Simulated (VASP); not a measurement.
Runs of VASP 6.6.1 on CoO. The structure is that of space group Fm-3m (No. 225), or close to it. The cells are those of the table. 

```csv
task,cell,gap on the mesh (eV),pressure (GPa),moment (μB)
electric field gradients,"a = 2.984, b = 2.984, c = 3.014 Å, angles 59.7, 59.7, 60.7°, 2 atoms",none,-8.2,2.89
single point,"a = 3.030 Å, angles 59.3°, 2 atoms",none,-11.3,2.94
single point,"a = 3.060 Å, angles 58.0°, 2 atoms",none,(a),2.94
electric field gradients,"a = 3.030 Å, angles 59.3°, 2 atoms",none,-11.2,2.94
electric field gradients,"a = 2.999 Å, angles 60.7°, 2 atoms",none,-11.2,2.94
```

Alike in all rows: level PBEsol; potentials or basis VASP PAW PBE potentials, release 64 (Co, O); spin collinear, ferromagnetic start; k mesh 16 × 16 × 16; cutoff (eV) 520; smearing fermi-dirac 0.05 eV.

Question: Fill in the values left out.

Answer: (a) -11.6.

Caveats: the cell stands under tension; the PAW data sets were made with another functional, which shifts forces and pressure a little; a cell with one magnetic atom can't hold antiferromagnetic order, which such compounds often take; semilocal functionals often make such compounds metallic where correlation or magnetic order opens a gap, which also shifts bond lengths.

A gap of «none» marks levels without a gap at the run's occupations.
